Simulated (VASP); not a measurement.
Input of a VASP 6.6.1 run:

The input INCAR:

```
SYSTEM = SrTlW
ALGO = Fast
EDIFF = 1E-6
ENCUT = 520
GGA = PE
ISIF = 2
ISMEAR = 0
LASPH = .True.
LCHARG = .True.
LELF = .True.
LREAL = .False.
LVHAR = .True.
LWAVE = .False.
NBANDS = 26
NELM = 80
PREC = Accurate
SIGMA = 0.1
```

File KPOINTS:

```
k-points
0
Gamma
  12 12 10
  0 0 0
```

Contents of POSCAR:

```
SrTlW
1.0
    5.2433820935      0.0000000032      0.0000000000
   -2.6216910495      4.5409020932      0.0000000000
    0.0000000000      0.0000000000      3.0867728608
Sr Tl W
1 1 1
Direct
    0.3333333333      0.6666666667      0.0000000000
    0.6666666667      0.3333333333      0.5000000000
    0.0000000000      0.0000000000      0.5000000000
```

Potentials or basis: VASP PAW PBE potentials, release 64 (Sr_sv, Tl_d, W_sv).

Run with:

```console
$ cat potpaw_PBE.64/Sr_sv/POTCAR potpaw_PBE.64/Tl_d/POTCAR potpaw_PBE.64/W_sv/POTCAR > POTCAR
$ mpirun -np 1 vasp_std > vasp.out
```

Q: Estimate the band gap on the k mesh.

A: Zero (an odd number of electrons rules out a gap without spin polarisation).

Q: Predict the pressure.

A: 0.2 GPa.

Caveat: spin-orbit coupling is left out, which moves the levels of the heavy elements.
